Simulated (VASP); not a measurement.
# NaCl in VASP: settings compared

Aim: see how the results for NaCl move with the level of theory and the settings. Levels: PBE, r2SCAN. Tasks: single point.

Program: VASP 6.6.1. These are calculated values, not measurements. Logs are shortened: lines on timing, memory, paths and dates and some standing lists are left out, and cuts for length are marked.

### Step 1. The cell of the first run

The structure is orthorhombic, space group Imm2 (No. 44). Conventional cell: a = 4.356 Å, b = 4.377 Å, c = 6.175 Å, α = 90.00°, β = 90.00°, γ = 90.00°. Within 3.5 Å of Na (site symmetry mm2) lie 4 Cl at 2.67 Å. Cl (site symmetry mm2) has 4 Na at 2.67 Å within 3.5 Å.

### Step 2. Single point, PBE (shear xy strain -0.5%)

INCAR

```
PREC     = Accurate       # precision mode
ENCUT    = 520            # plane-wave cutoff, eV
EDIFF    = 1E-6           # SCF threshold, eV
ISMEAR   = -1             # smearing method
SIGMA    = 0.02           # smearing width, eV
LREAL    = F              # projectors in reciprocal space
LASPH    = T              # aspherical terms in the spheres
NELM     = 80             # most SCF steps
ALGO     = Normal         # electronic algorithm
ISIF     = 2              # what is computed and relaxed
LWAVE    = F              # write WAVECAR
LCHARG   = F              # write CHGCAR
GGA      = PE             # functional
NBANDS   = 14             # bands
```

KPOINTS

```
regular mesh
0
Gamma
  8 8 8
```

POSCAR

```
NaCl
1.0
   -0.0074094547      3.0872727775      3.0872727775
    3.0872727775     -0.0074094547      3.0872727775
    3.0798633228      3.0798633228      0.0000000000
Na Cl
1 1
Direct
   -0.0005411616     -0.0005411616      0.0005411616
    0.2505411616      0.2505411616      0.2494588384
```

Potentials or basis: VASP PAW PBE potentials, release 64 (Na_pv, Cl).

Launch:

```bash
$ cat potpaw_PBE.64/Na_pv/POTCAR potpaw_PBE.64/Cl/POTCAR > POTCAR
$ mpirun -np 1 vasp_std > vasp.out
```

OUTCAR:

```text
PREC = Accurate
   ENCUT = 520
   EDIFF = 1E-6
   ISMEAR = -1
   LREAL = F
   LASPH = T
   NELM = 80
   ISIF = 2
   GGA = PE

 ion  position               nearest neighbor table
   1  0.999  0.999  0.001-   2 2.67   2 2.67   2 2.67   2 2.67
   2  0.251  0.251  0.249-   1 2.67   1 2.67   1 2.67   1 2.67

  LATTYP: Found a body centered orthorhombic cell.
 ALAT       =     4.3555844814
 B/A-ratio  =     1.0048115477
 C/A-ratio  =     1.4176158404

  Lattice vectors:

 A1 = (   0.0074094547,  -3.0872727775,  -3.0872727775)
 A2 = (  -0.0074094547,   3.0872727775,  -3.0872727775)
 A3 = (   3.0872727775,  -0.0074094547,   3.0872727775)

Analysis of symmetry for initial positions (statically):
=====================================================================
 Subroutine PRICEL returns:
 Original cell was already a primitive cell.

 Routine SETGRP: Setting up the symmetry group for a
 body centered orthorhombic supercell.

 Subroutine GETGRP returns: Found  4 space group operations
 (whereof  4 operations were pure point group operations)
 out of a pool of  8 trial point group operations.

The static configuration has the point symmetry C_2v.

Analysis of symmetry for dynamics (positions and initial velocities):
=====================================================================
 Subroutine PRICEL returns:
 Original cell was already a primitive cell.

 Routine SETGRP: Setting up the symmetry group for a
 body centered orthorhombic supercell.

 Subroutine GETGRP returns: Found  4 space group operations
 (whereof  4 operations were pure point group operations)
 out of a pool of  8 trial point group operations.

The dynamic configuration has the point symmetry C_2v.

 Subroutine INISYM returns: Found  4 space group operations
 (whereof  4 operations are pure point group operations),
 and found     1 'primitive' translations

----------------------------------------------------------------------------------------

                                     Primitive cell

  volume of cell :      58.8508

  direct lattice vectors                    reciprocal lattice vectors
    -0.007409455  3.087272777  3.087272777    -0.161567477  0.161567477  0.161955239
     3.087272777 -0.007409455  3.087272777     0.161567477 -0.161567477  0.161955239
     3.079863323  3.079863323  0.000000000     0.162344867  0.162344867 -0.161955239

  length of vectors
     4.366069320  4.366069320  4.355584481     0.280067132  0.280067132  0.280964786

  position of ions in fractional coordinates (direct lattice)
     0.999458838  0.999458838  0.000541162
     0.250541162  0.250541162  0.249458838

  ion indices of the primitive-cell ions
   primitive index   ion index
                 1           1
                 2           2

----------------------------------------------------------------------------------------

 KPOINTS: regular mesh

Automatic generation of k-mesh.
 Grid dimensions read from file:
 generate k-points for:    8    8    8

 Generating k-lattice:

  Cartesian coordinates                     Fractional coordinates (reciprocal lattice)
    -0.020195935  0.020195935  0.020244405     0.125000000  0.000000000  0.000000000
     0.020195935 -0.020195935  0.020244405     0.000000000  0.125000000  0.000000000
     0.020293108  0.020293108 -0.020244405     0.000000000  0.000000000  0.125000000

  Length of vectors
     0.035008392  0.035008392  0.035120598

  Shift w.r.t. Gamma in fractional coordinates (k-lattice)
     0.000000000  0.000000000  0.000000000

 Subroutine IBZKPT returns following result:
 ===========================================

 Found     95 irreducible k-points:

 Following reciprocal coordinates:
            Coordinates               Weight
  0.000000  0.000000  0.000000      1.000000
  0.125000  0.000000  0.000000      4.000000
  0.250000  0.000000  0.000000      4.000000
  0.375000 -0.000000  0.000000      4.000000
  0.500000  0.000000  0.000000      2.000000
  0.125000  0.125000  0.000000      2.000000
[... 16 lines left out ...]
  0.125000 -0.000000  0.125000      4.000000
  0.250000  0.000000  0.125000      8.000000
 [... further k-points ...]
   k-points           NKPTS =     95   k-points in BZ     NKDIM =     95   number of bands    NBANDS=     14
   number of dos      NEDOS =    301   number of ions     NIONS =      2
   total plane-waves  NPLWV =  32768
   dimension x,y,z NGX =    32 NGY =   32 NGZ =   32
   dimension x,y,z NGXF=    64 NGYF=   64 NGZF=   64
   ions per type =               1   1
   NGX,Y,Z   is equivalent  to a cutoff of  12.18, 12.18, 12.21 a.u.
   NGXF,Y,Z  is equivalent  to a cutoff of  24.37, 24.37, 24.43 a.u.
 SYSTEM =  unknown system
   PREC   = accura    normal or accurate (medium, high low for compatibility)
   ISTART =      0    job   : 0-new  1-cont  2-samecut
   ICHARG =      2    charge: 1-file 2-atom 10-const
   ISPIN  =      1    spin polarized calculation?
   LNONCOLLINEAR =      F non collinear calculations
   LSORBIT =      F    spin-orbit coupling
   LASPH  =      T    aspherical Exc in radial PAW
   ENCUT  =  520.0 eV  38.22 Ry    6.18 a.u.   8.12  8.12  8.10*2*pi/ulx,y,z
   NELM   =     80;   NELMIN=  2; NELMDL= -5     # of ELM steps
   EDIFF  = 0.1E-05   stopping-criterion for ELM
   LREAL  =      F    real-space projection
   EDIFFG = 0.1E-04   stopping-criterion for IOM
   NSW    =      0    number of steps for IOM
   IBRION =     -1    ionic relax: 0-MD 1-quasi-New 2-CG
   NFREE  =      0    steps in history (QN), initial steepest desc. (CG)
   ISIF   =      2    stress and relaxation
   ISYM   =      2    0-nonsym 1-usesym 2-fastsym
   POTIM  = 0.5000    time-step for ionic-motion
   TEBEG  =    0.0;   TEEND  =   0.0 temperature during run
   PSTRESS=    0.0 pullay stress
   NELECT =      14.0000    total number of electrons
   NUPDOWN=      -1.0000    fix difference up-down
   EMIN   =  10.00;   EMAX   =-10.00  energy-range for DOS
   EFERMI =   0.00;   METHOD = LEGACY
   ISMEAR =    -1;   SIGMA  =   0.02  broadening in eV -4-tet -1-fermi 0-gaus
   EFERMI_NEDOS =   21; number of points for ismear=-14 and -15
   IALGO  =     38    algorithm
   IMIX   =      4    mixing-type and parameters
     AMIX     =   0.40;   BMIX     =  1.00
     AMIX_MAG =   1.60;   BMIX_MAG =  1.00
  volume/ion in A,a.u.               =      29.43       198.57
  Fermi-wavevector in a.u.,A,eV,Ry     =   1.014378  1.916897 13.999900  1.028964
  Thomas-Fermi vector in A             =   2.147602
   LORBIT       =      0    0 simple, 1 ext, 2 COOP (PROOUT), +10 PAW based schemes
   GGA     = PE    functional components
   LHFCALC =     F    Hartree Fock is set to
   AEXX    =    0.0000 exact exchange contribution
   IVDW    =     0    specifies the selected vdW correction
   LEPSILON=     F    determine dielectric tensor
   LRPA    =     F    only Hartree local field effects (RPA)
 non-spin polarized calculation
  energy-cutoff  :      520.00
  volume of cell :       58.85
 maximum number of plane-waves:      1604
   NGX = 17   NGY = 17   NGZ = 17

 number of electron      13.9999998 magnetization

 Free energy of the ion-electron system (eV)
  ---------------------------------------------------
  ext. energy  EPLUGINS =         0.00000000
  ---------------------------------------------------
  free energy    TOTEN  =        -6.63775451 eV

  energy without entropy =       -6.63775451  energy(sigma->0) =       -6.63775451

 E-fermi :  -1.8639     XC(G=0):  -6.8568

 val. band max:       -2.3949360861   @ k =   0.0000   0.0000   0.0000
 cond. band min:       2.5400943050   @ k =   0.0000   0.0000   0.0000
 fundamental gap:      4.9350303912
 Fermi energy:        -1.8639463214

 k-point     1 :       0.0000    0.0000    0.0000
  band No.  band energies     occupation
      1     -23.0006      2.00000
      2     -23.0003      2.00000
      3     -23.0000      2.00000
      4     -14.5201      2.00000
      5      -2.4068      2.00000
      6      -2.4009      2.00000
      7      -2.3949      2.00000
      8       2.5401      0.00000
      9       8.7970      0.00000
     10       8.8242      0.00000
     11       8.8515      0.00000
     12      10.6015      0.00000
     13      10.6016      0.00000
     14      13.0384      0.00000

 k-point     2 :       0.1250    0.0000    0.0000
  band No.  band energies     occupation
      1     -23.0022      2.00000
      2     -23.0008      2.00000
      3     -23.0004      2.00000
      4     -14.4993      2.00000
      5      -2.5981      2.00000
      6      -2.4164      2.00000
      7      -2.4089      2.00000
      8       2.8986      0.00000
      9       8.4169      0.00000
     10       8.9121      0.00000
     11       8.9481      0.00000
     12      10.2464      0.00000
     13      10.2546      0.00000
     14      12.3265      0.00000

 k-point     3 :       0.2500    0.0000    0.0000
  band No.  band energies     occupation
      1     -23.0073      2.00000
      2     -23.0014      2.00000
      3     -23.0010      2.00000
      4     -14.4485      2.00000
      5      -2.9973      2.00000
      6      -2.4486      2.00000
      7      -2.4421      2.00000
      8       3.7486      0.00000
      9       7.6508      0.00000
     10       8.7721      0.00000
     11       8.8013      0.00000
     12      10.3706      0.00000
     13      10.3953      0.00000
     14      11.6444      0.00000

 k-point     4 :       0.3750   -0.0000    0.0000
  band No.  band energies     occupation
      1     -23.0123      2.00000
      2     -23.0019      2.00000
      3     -23.0015      2.00000
      4     -14.3970      2.00000
      5      -3.3342      2.00000
      6      -2.4801      2.00000
      7      -2.4747      2.00000
      8       4.6770      0.00000
      9       6.9114      0.00000
     10       8.4042      0.00000
     11       8.4316      0.00000
     12      11.3819      0.00000
     13      11.4161      0.00000
     14      11.5866      0.00000

 k-point     5 :       0.5000    0.0000    0.0000
  band No.  band energies     occupation
      1     -23.0144      2.00000
      2     -23.0021      2.00000
      3     -23.0018      2.00000
      4     -14.3754      2.00000
      5      -3.4609      2.00000
      6      -2.4929      2.00000
      7      -2.4879      2.00000
      8       5.1763      0.00000
      9       6.5066      0.00000
     10       8.2544      0.00000
     11       8.2820      0.00000
[... 276 lines left out ...]
 k-point    22 :      -0.0000   -0.0000    0.1250
  band No.  band energies     occupation
      1     -23.0026      2.00000
      2     -23.0006      2.00000
      3     -23.0003      2.00000
      4     -14.4990      2.00000
      5      -2.5913      2.00000
      6      -2.4207      2.00000
      7      -2.4133      2.00000
      8       2.9001      0.00000
      9       8.4470      0.00000
     10       8.8963      0.00000
     11       8.9326      0.00000
     12      10.2383      0.00000
     13      10.2462      0.00000
     14      12.3271      0.00000

 k-point    23 :       0.1250   -0.0000    0.1250
  band No.  band energies     occupation
      1     -23.0027      2.00000
      2     -23.0009      2.00000
      3     -23.0008      2.00000
      4     -14.4922      2.00000
      5      -2.6008      2.00000
      6      -2.4471      2.00000
      7      -2.4469      2.00000
      8       3.0130      0.00000
      9       8.3493      0.00000
     10       8.9900      0.00000
     11       8.9907      0.00000
     12       9.4154      0.00000
     13      10.8080      0.00000
     14      13.3104      0.00000

 k-point    24 :       0.2500    0.0000    0.1250
  band No.  band energies     occupation
      1     -23.0063      2.00000
      2     -23.0016      2.00000
      3     -23.0014      2.00000
      4     -14.4515      2.00000
      5      -2.8964      2.00000
      6      -2.4922      2.00000
      7      -2.4799      2.00000
      8       3.6828      0.00000
      9       7.8011      0.00000
     10       8.4570      0.00000
     11       9.0566      0.00000
     12       9.5792      0.00000
     13      10.9836      0.00000
     14      12.5968      0.00000

 [... further k-points ...]

------------------------ aborting loop because EDIFF is reached ----------------------------------------

  FORCE on cell =-STRESS in cart. coord.  units (eV):
  Direction    XX          YY          ZZ          XY          YZ          ZX
  --------------------------------------------------------------------------------------
  -------------------------------------------------------------------------------------
  Total        0.2549646      0.2549646      0.2549068      0.0101312      0.0000000      0.0000000
  in kB        6.9412534      6.9412534      6.9396818      0.2758162      0.0000000      0.0000000
  external PRESSURE =       6.9407296 kB  Pullay stress =       0.0000000 kB

 VOLUME and BASIS-vectors are now :
 -----------------------------------------------------------------------------
  energy-cutoff  :      520.00
  volume of cell :       58.85
      direct lattice vectors                 reciprocal lattice vectors
    -0.007409455  3.087272777  3.087272777    -0.161567477  0.161567477  0.161955239
     3.087272777 -0.007409455  3.087272777     0.161567477 -0.161567477  0.161955239
     3.079863323  3.079863323  0.000000000     0.162344867  0.162344867 -0.161955239

 POSITION                                       TOTAL-FORCE (eV/Angst)
 -----------------------------------------------------------------------------------
      3.07986      3.07986      6.17120         0.000000      0.000000     -0.000627
      1.53993      1.53993      1.54698        -0.000000     -0.000000      0.000627
 -----------------------------------------------------------------------------------
    total drift:                                0.000003      0.000003     -0.000267

  FREE ENERGIE OF THE ION-ELECTRON SYSTEM (eV)
  ---------------------------------------------------
  free  energy   TOTEN  =        -6.6377545069 eV

  energy  without entropy=       -6.6377545069  energy(sigma->0) =       -6.63775451
```

Run time: 46 s. Hardware: 1 thread of Intel Xeon Platinum 8375C at 2.90GHz (Ice Lake), shared host; peak memory 0.21 GiB.

What came out:

```
Free energy            : -6.6378 eV
Pressure               : 0.7 GPa
Band gap on the k mesh : 4.93 eV
```

Levels at points of the mesh, in eV from the valence-band top:
| k point | band 4 | band 5 | band 6 | band 7 | band 8 | band 9 | band 10 | band 11 |
| --- | --- | --- | --- | --- | --- | --- | --- | --- |
| (0.00, 0.00, 0.00) | -12.13 | -0.01 | -0.01 | 0.00 | 4.93 | 11.19 | 11.22 | 11.25 |
| (0.50, 0.00, 0.00) | -11.98 | -1.07 | -0.10 | -0.09 | 7.57 | 8.90 | 10.65 | 10.68 |
| (0.50, 0.50, 0.00) | -11.93 | -0.97 | -0.31 | -0.30 | 7.04 | 9.07 | 10.61 | 13.14 |
| (0.00, 0.00, 0.50) | -11.98 | -1.06 | -0.10 | -0.10 | 7.57 | 8.92 | 10.63 | 10.66 |
| (0.50, 0.00, 0.50) | -11.93 | -0.97 | -0.31 | -0.31 | 7.04 | 9.07 | 10.61 | 13.16 |

Caveat: the cell differs from its parent crystal (shear xy strain -0.5%).

### Step 3. Single point, r2SCAN (uniaxial x strain +4.0%)

POSCAR

```
NaCl
1.0
    0.0000000000      3.0872727775      3.0872727775
    3.2110724159      0.0000000000      3.0872727775
    3.2110724159      3.0872727775      0.0000000000
Na Cl
1 1
Direct
    0.0000000000      0.0000000000      0.0000000000
    0.2500000000      0.2500000000      0.2500000000
```

INCAR.step1

```
  ALGO = Normal
  EDIFF = 1E-4
  ENCUT = 520
  GGA = PE
  ISMEAR = 0
  LASPH = True
  LCHARG = False
  LREAL = False
  LWAVE = True
  NBANDS = 14
  NELM = 100
  PREC = Accurate
  SIGMA = 0.01
```

INCAR.step2

```
  ALGO = Normal
  EDIFF = 1E-7
  ENCUT = 520
  ISIF = 2
  ISMEAR = 0
  ISTART = 1
  LASPH = True
  LCHARG = False
  LMIXTAU = True
  LREAL = False
  LWAVE = False
  METAGGA = R2SCAN
  NBANDS = 14
  NELM = 100
  PREC = Accurate
  SIGMA = 0.01
```

KPOINTS

```
k-points
0
Gamma
  8 8 8
```

Potentials or basis: VASP PAW PBE potentials, release 64 (Na_pv, Cl).

Launch:

```bash
$ cat potpaw_PBE.64/Na_pv/POTCAR potpaw_PBE.64/Cl/POTCAR > POTCAR
$ cp INCAR.step1 INCAR
$ mpirun -np 1 vasp_std > vasp.out
$ cp INCAR.step2 INCAR
$ mpirun -np 1 vasp_std > vasp.out
```

It took 3.6 min on 1 thread of Intel Xeon Platinum 8375C at 2.90GHz (Ice Lake), shared host; peak memory 0.21 GiB.

It converged, with:

```yaml
Free_energy: -13.5537 eV
Pressure: -0.8 GPa
Band_gap_on_the_k_mesh: 5.46 eV
```

Stress tensor (GPa, compression positive):
```
-0.90  0.00  0.00
 0.00 -0.74  0.00
 0.00  0.00 -0.74
```

Levels at points of the mesh, in eV from the valence-band top:
```
           k point  band 3  band 4  band 5  band 6  band 7  band 8  band 9  band 10  band 11  band 12
(0.00, 0.00, 0.00)  -21.41  -12.64   -0.04    0.00    0.00    5.46   11.88    11.96    11.96    13.32
(0.50, 0.00, 0.00)  -21.41  -12.51   -0.99   -0.14   -0.06    8.20    9.28    11.11    11.42    14.86
(0.50, 0.50, 0.00)  -21.41  -12.46   -0.88   -0.32   -0.31    7.45    9.66    11.40    13.46    13.94
(0.00, 0.50, 0.50)  -21.42  -12.48   -0.94   -0.25   -0.25    7.44    9.83    11.01    13.94    13.94
```

Caveat: the cell differs from its parent crystal (uniaxial x strain +4.0%); the PAW data sets were made with another functional, which shifts forces and pressure a little. A k mesh can miss the band edges.

(Part 1 of 2 ends here.)
